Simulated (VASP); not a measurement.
ZnS, 2 atoms in the cell. The structure is orthorhombic, space group F222 (No. 22). Conventional cell: a = 5.220 Å, b = 5.409 Å, c = 5.599 Å, α = 90.00°, β = 90.00°, γ = 90.00°. Within 3.1 Å of Zn (site symmetry 222) lie 4 S at 2.34 Å. S (site symmetry 222) has 4 Zn at 2.34 Å within 3.1 Å.  This cell differs from its parent crystal: strain +0.0350 x Voigt [1, -1, 0, 0, 0, 0].

| Quantity | Value |
| --- | --- |
| Program | VASP 6.6.1 |
| Task | single point |
| Functional | PBE |
| Potentials or basis | VASP PAW PBE potentials, release 64 (Zn, S) |
| Cutoff | 520 eV |
| k mesh | 10 × 10 × 10 |
| Occupations | gaussian, width 0.05 eV |
| Spin | no spin polarisation |
| Dipole correction | no |
| Further INCAR settings | ALGO = Normal; EDIFF = 1e-06; NBANDS = 16 |

Potentials or basis: VASP PAW PBE potentials, release 64 (Zn, S).

Command:

```sh
$ cat potpaw_PBE.64/Zn/POTCAR potpaw_PBE.64/S/POTCAR > POTCAR
$ mpirun -np 1 vasp_std > vasp.out
```

Hardware: 1 thread of Intel Xeon 8259CL (shared host).

Problem. How long does it take, and how much memory?

Solution. It took 110 s on 1 thread of Intel Xeon 8259CL, with other jobs on the host, peak memory 0.24 GiB. Counts: scf iterations 12, k points 171.
